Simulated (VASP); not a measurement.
# Zn (P-1) in VASP: a series of runs, part 2 of 3

VASP 6.6.1.

**5. Relaxation of cell and atoms, PBE+D4**

INCAR

```
PREC = Accurate ; ENCUT = 600
EDIFF = 1E-6 ; ISMEAR = -1
SIGMA = 0.05 ; LREAL = F
LASPH = T ; NELM = 100
ALGO = Normal ; ISIF = 3
LWAVE = F ; LCHARG = F
GGA = PE ; IVDW = 13
IBRION = 2 ; NSW = 60
EDIFFG = -0.01
```

KPOINTS

```
Automatic mesh
0
Gamma
  11 12 12
```

POSCAR

```
Zn
1.0
   -1.5935815700      1.7766151400      1.7460215800
    1.5039206500     -1.5066388000      1.3863843100
    1.5441115400      1.4571687700     -1.4760452300
Zn
1
Direct
    0.0000000000      0.0000000000      0.0000000000
```

Potentials or basis: VASP PAW PBE potentials, release 64 (Zn).

Command:

```sh
> cat potpaw_PBE.64/Zn/POTCAR > POTCAR
> mpirun -np 1 vasp_std > vasp.out
```

OUTCAR:

```text
PREC = Accurate
   ENCUT = 600
   EDIFF = 1E-6
   ISMEAR = -1
   LREAL = F
   LASPH = T
   NELM = 100
   ISIF = 3
   GGA = PE
   IVDW = 13
   IBRION = 2
   NSW = 60
   EDIFFG = -0.01

 ion  position               nearest neighbor table
   1  0.000  0.000  0.000-

  LATTYP: Found a triclinic cell.
 ALAT       =     2.5857940353
 B/A-ratio  =     1.5935497353
 C/A-ratio  =     2.0554494821
 COS(alpha) =     0.0013194646
 COS(beta)  =     0.5250372924
 COS(gamma) =     0.8076867179

  Lattice vectors:

 A1 = (  -1.5441115400,  -1.4571687700,   1.4760452300)
 A2 = (  -0.0401908900,  -2.9638075700,   2.8624295400)
 A3 = (  -4.6416137600,   1.8260851700,   1.8356825000)

Analysis of symmetry for initial positions (statically):
=====================================================================
 Subroutine PRICEL returns:
 Original cell was already a primitive cell.

 Routine SETGRP: Setting up the symmetry group for a
 triclinic supercell.

 Subroutine GETGRP returns: Found  2 space group operations
 (whereof  2 operations were pure point group operations)
 out of a pool of  2 trial point group operations.

The static configuration has the point symmetry S_2 .

Analysis of symmetry for dynamics (positions and initial velocities):
=====================================================================
 Subroutine PRICEL returns:
 Original cell was already a primitive cell.

 Routine SETGRP: Setting up the symmetry group for a
 triclinic supercell.

 Subroutine GETGRP returns: Found  2 space group operations
 (whereof  2 operations were pure point group operations)
 out of a pool of  2 trial point group operations.

The dynamic configuration has the point symmetry S_2 .

 Subroutine INISYM returns: Found  2 space group operations
 (whereof  2 operations are pure point group operations),
 and found     1 'primitive' translations

----------------------------------------------------------------------------------------

                                     Primitive cell

  volume of cell :      15.3108

  direct lattice vectors                    reciprocal lattice vectors
    -1.593581570  1.776615140  1.746021580     0.013302410  0.284803858  0.295077469
     1.503920650 -1.506638800  1.386384310     0.337447958 -0.022458176  0.330838055
     1.544111540  1.457168770 -1.476045230     0.332685502  0.315801988 -0.017695720

  length of vectors
     2.957102456  2.540432886  2.585794035     0.410318053  0.473106026  0.459046487

  position of ions in fractional coordinates (direct lattice)
     0.000000000  0.000000000  0.000000000

  ion indices of the primitive-cell ions
   primitive index   ion index
                 1           1

----------------------------------------------------------------------------------------

 KPOINTS: Automatic mesh

Automatic generation of k-mesh.
 Grid dimensions read from file:
 generate k-points for:   11   12   12

 Generating k-lattice:

  Cartesian coordinates                     Fractional coordinates (reciprocal lattice)
     0.001209310  0.025891260  0.026825224     0.090909091 -0.000000000  0.000000000
     0.028120663 -0.001871515  0.027569838     0.000000000  0.083333333  0.000000000
     0.027723792  0.026316832 -0.001474643     0.000000000  0.000000000  0.083333333

  Length of vectors
     0.037301641  0.039425502  0.038253874

  Shift w.r.t. Gamma in fractional coordinates (k-lattice)
     0.000000000  0.000000000  0.000000000

 Subroutine IBZKPT returns following result:
 ===========================================

 Found    794 irreducible k-points:

 Following reciprocal coordinates:
            Coordinates               Weight
  0.000000  0.000000  0.000000      1.000000
  0.090909  0.000000  0.000000      2.000000
  0.181818  0.000000 -0.000000      2.000000
  0.272727  0.000000  0.000000      2.000000
  0.363636  0.000000  0.000000      2.000000
  0.454545  0.000000  0.000000      2.000000
[... 16 lines left out ...]
  0.454545  0.166667  0.000000      2.000000
 -0.454545  0.166667  0.000000      2.000000
 [... further k-points ...]
   k-points           NKPTS =    794   k-points in BZ     NKDIM =    794   number of bands    NBANDS=     10
   number of dos      NEDOS =    301   number of ions     NIONS =      1
   total plane-waves  NPLWV =  11520
   dimension x,y,z NGX =    24 NGY =   20 NGZ =   24
   dimension x,y,z NGXF=    48 NGYF=   40 NGZF=   48
   ions per type =               1
   NGX,Y,Z   is equivalent  to a cutoff of  13.49, 13.09, 15.43 a.u.
   NGXF,Y,Z  is equivalent  to a cutoff of  26.99, 26.18, 30.86 a.u.
 SYSTEM =  unknown system
   PREC   = accura    normal or accurate (medium, high low for compatibility)
   ISTART =      0    job   : 0-new  1-cont  2-samecut
   ICHARG =      2    charge: 1-file 2-atom 10-const
   ISPIN  =      1    spin polarized calculation?
   LNONCOLLINEAR =      F non collinear calculations
   LSORBIT =      F    spin-orbit coupling
   LASPH  =      T    aspherical Exc in radial PAW
   ENCUT  =  600.0 eV  44.10 Ry    6.64 a.u.   5.91  5.07  5.16*2*pi/ulx,y,z
   NELM   =    100;   NELMIN=  2; NELMDL= -5     # of ELM steps
   EDIFF  = 0.1E-05   stopping-criterion for ELM
   LREAL  =      F    real-space projection
   EDIFFG = -.1E-01   stopping-criterion for IOM
   NSW    =     60    number of steps for IOM
   IBRION =      2    ionic relax: 0-MD 1-quasi-New 2-CG
   NFREE  =      1    steps in history (QN), initial steepest desc. (CG)
   ISIF   =      3    stress and relaxation
   ISYM   =      2    0-nonsym 1-usesym 2-fastsym
   POTIM  = 0.5000    time-step for ionic-motion
   TEBEG  =    0.0;   TEEND  =   0.0 temperature during run
   PSTRESS=    0.0 pullay stress
   NELECT =      12.0000    total number of electrons
   NUPDOWN=      -1.0000    fix difference up-down
   EMIN   =  10.00;   EMAX   =-10.00  energy-range for DOS
   EFERMI =   0.00;   METHOD = LEGACY
   ISMEAR =    -1;   SIGMA  =   0.05  broadening in eV -4-tet -1-fermi 0-gaus
   EFERMI_NEDOS =   21; number of points for ismear=-14 and -15
   IALGO  =     38    algorithm
   IMIX   =      4    mixing-type and parameters
     AMIX     =   0.40;   BMIX     =  1.00
     AMIX_MAG =   1.60;   BMIX_MAG =  1.00
  volume/ion in A,a.u.               =      15.31       103.32
  Fermi-wavevector in a.u.,A,eV,Ry     =   1.509393  2.852338 30.997692  2.278266
  Thomas-Fermi vector in A             =   2.619721
   LORBIT       =      0    0 simple, 1 ext, 2 COOP (PROOUT), +10 PAW based schemes
   GGA     = PE    functional components
   LHFCALC =     F    Hartree Fock is set to
   AEXX    =    0.0000 exact exchange contribution
   IVDW    =    13    specifies the selected vdW correction
   LEPSILON=     F    determine dielectric tensor
   LRPA    =     F    only Hartree local field effects (RPA)
 conjugate gradient relaxation of ions
 non-spin polarized calculation
  energy-cutoff  :      600.00
  volume of cell :       15.31
 maximum number of plane-waves:       525
   NGX = 11   NGY = 11   NGZ = 11

--------------------------------------- Ionic step        1  -------------------------------------------

 number of electron      11.9999999 magnetization

 Free energy of the ion-electron system (eV)
  ---------------------------------------------------
  ext. energy  EPLUGINS =         0.00000000
  ---------------------------------------------------
  free energy    TOTEN  =        -1.01249478 eV

  energy without entropy =       -1.01013775  energy(sigma->0) =       -1.01131627

------------------------ aborting loop because EDIFF is reached ----------------------------------------

  DFT-D4 for vdW energy calculation

  Edisp (eV):   -0.31780
[... 102 lines left out ...]
  FREE ENERGIE OF THE ION-ELECTRON SYSTEM (eV)
  ---------------------------------------------------
  free  energy   TOTEN  =        -1.3535822737 eV

  energy  without entropy=       -1.3509942028  energy(sigma->0) =       -1.35228824

[... ionic steps 4 to 22 ...]

--------------------------------------- Ionic step       23  -------------------------------------------

 number of electron      12.0000003 magnetization

------------------------ aborting loop because EDIFF is reached ----------------------------------------
[... 73 lines left out ...]
--------------------------------------- Ionic step       25  -------------------------------------------

 number of electron      12.0000003 magnetization

 Free energy of the ion-electron system (eV)
  ---------------------------------------------------
  ext. energy  EPLUGINS =         0.00000000
  ---------------------------------------------------
  free energy    TOTEN  =        -1.08408610 eV

  energy without entropy =       -1.08229689  energy(sigma->0) =       -1.08319150

 E-fermi :   3.1777     XC(G=0): -11.6734

 val. band max:        3.1715386288   @ k =   0.2727   0.0000   0.4167
 cond. band min:       3.1856995759   @ k =   0.4545   0.3333   0.5000
 fundamental gap:      0.0141609470
 Fermi energy:         3.1776776187

 k-point     1 :       0.0000    0.0000    0.0000
  band No.  band energies     occupation
      1      -7.3081      2.00000
      2      -4.8013      2.00000
      3      -4.5167      2.00000
      4      -4.2788      2.00000
      5      -4.1505      2.00000
      6      -3.9127      2.00000
      7      17.7664      0.00000
      8      19.3778      0.00000
      9      21.1754      0.00000
     10      23.3669      0.00000
[... 287 lines left out ...]
 k-point    24 :      -0.4545    0.1667    0.0000
  band No.  band energies     occupation
      1      -4.9842      2.00000
      2      -4.5103      2.00000
      3      -4.3580      2.00000
      4      -4.2582      2.00000
      5      -4.0900      2.00000
      6      -2.0120      2.00000
      7       5.8077      0.00000
      8      14.1725      0.00000
      9      18.5935      0.00000
     10      22.0468      0.00000

 [... further k-points ...]

------------------------ aborting loop because EDIFF is reached ----------------------------------------

  DFT-D4 for vdW energy calculation

  Edisp (eV):   -0.32806
[... 24 lines left out ...]
  FREE ENERGIE OF THE ION-ELECTRON SYSTEM (eV)
  ---------------------------------------------------
  free  energy   TOTEN  =        -1.4121449313 eV

  energy  without entropy=       -1.4103557216  energy(sigma->0) =       -1.41125033

 reached required accuracy - stopping structural energy minimisation
```

It took 11 min on 1 thread of Intel Xeon Platinum 8375C at 2.90GHz (Ice Lake), shared host; peak memory 0.33 GiB.

What came out:

- Free energy: -1.4121 eV
- Relaxed volume: 14.84 Å³/atom
- Relaxed cell: a = 2.716 Å, b = 2.757 Å, c = 2.766 Å, α = 124.21°, β = 98.06°, γ = 108.48°
- Space group after relaxing (to 0.05 Å): P-1 (No. 2)
- Energy gained by relaxing: 81.8 meV/atom
- Ionic steps: 25
- Pressure after relaxing: 0.1 GPa
- Band gap on the k mesh: zero (band 6 reaches 5.56 eV, above the bottom of band 7 at 0.50 eV)
- Dispersion energy per atom: -0.328 eV

The path:
```tsv
step	energy change (eV)	largest force (eV/Å)	pressure (GPa)	volume (Å³)
1	0.0000	0.0000	-0.69	15.31
2	-0.0143	0.0000	-0.88	15.16
3	-0.0233	0.0000	-0.55	14.99
4	-0.0385	0.0000	0.65	14.62
5	-0.0169	0.0000	7.71	13.75
6	-0.0420	0.0000	2.02	14.35
7	-0.0537	0.0000	0.80	14.57
8	-0.0581	0.0000	0.11	14.73
9	-0.0617	0.0000	-0.56	15.03
10	-0.0612	0.0000	-0.37	14.91
11	-0.0721	0.0000	-0.11	15.03
12	-0.0723	0.0000	-0.06	15.02
13	-0.0772	0.0000	-0.39	15.00
14	-0.0795	0.0000	-0.48	14.98
15	-0.0753	0.0000	-0.31	14.92
16	-0.0798	0.0000	-0.50	14.97
17	-0.0799	0.0000	-0.37	14.97
18	-0.0811	0.0000	0.11	14.84
19	-0.0813	0.0000	0.34	14.79
20	-0.0818	0.0000	-0.12	14.87
21	-0.0818	0.0000	-0.20	14.87
22	-0.0818	0.0000	0.17	14.82
23	-0.0818	0.0000	-0.14	14.85
24	-0.0818	0.0000	0.11	14.84
25	-0.0818	0.0000	0.07	14.84
```

Final structure:
```
CELL_PARAMETERS angstrom
-1.29914 1.79018 1.57536
1.27010 -1.83192 1.62255
1.31346 1.80341 -1.63458
ATOMIC_POSITIONS crystal
Zn 0.00000 0.00000 0.00000
```

Levels at points of the mesh, in eV from the Fermi level:
```csv
k point,band 4,band 5,band 6,band 7,band 8,band 9
"(0.00, 0.00, 0.00)",-7.46,-7.33,-7.09,14.59,16.20,18.00
"(0.00, 0.50, 0.00)",-6.89,-6.81,-1.41,1.36,9.32,10.12
"(0.00, 0.00, 0.50)",-6.96,-6.83,-2.09,0.33,11.61,12.58
"(0.00, 0.50, 0.50)",-7.22,-6.90,-3.57,-2.68,17.62,19.01
```

Caveat: pairwise dispersion overbinds metals, which lowers pressure and volume.

[end of part 2 of 3]
